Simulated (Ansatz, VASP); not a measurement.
**Al4B3P in VASP and in Ansatz**

```
Al B P
1.0
     3.03919    0.00000    0.00000
    -1.51959    2.63201    0.00000
     0.00000    0.00000   23.82287
Al B P
8 6 2
Direct
  0.66667 0.33333 0.36032
  0.00000 0.00000 0.79239
  0.00000 0.00000 0.20761
  0.00000 0.00000 0.93064
  0.00000 0.00000 0.06936
  0.33333 0.66667 0.63968
  0.33333 0.66667 0.45358
  0.66667 0.33333 0.54642
  0.66667 0.33333 0.86303
  0.33333 0.66667 0.86044
  0.33333 0.66667 0.13697
  0.66667 0.33333 0.13956
  0.33333 0.66667 0.99934
  0.66667 0.33333 0.00066
  0.33333 0.66667 0.28180
  0.66667 0.33333 0.71820
```

Alike in both runs: task relaxation of cell and atoms; functional PBE; k mesh 12 × 12 × 2; occupations gaussian, width 0.1 eV; no spin polarisation.

|  | VASP | Ansatz |
| --- | --- | --- |
| version | VASP 6.6.1 | Ansatz 0.2.0 |
| potentials or method | VASP PAW PBE potentials, release 64 (Al, B, P), cutoff 600 eV | scalar-relativistic, plane waves, PAW |
| valence electrons in the cell | 52 | 52 |

|  | VASP | Ansatz | Ansatz less VASP |
| --- | --- | --- | --- |
| gap on the k mesh at the Fermi level, each at its own relaxed structure (eV) | none | none | - |
| relaxed volume (Å³/atom) | 11.90 | 11.91 | +0.006 |
| relaxed length of the cell vector where the two differ most in proportion (Å) | 23.812 | 23.820 | +0.0075 |

A gap of «none» marks a metal or a gap that the smearing closes.
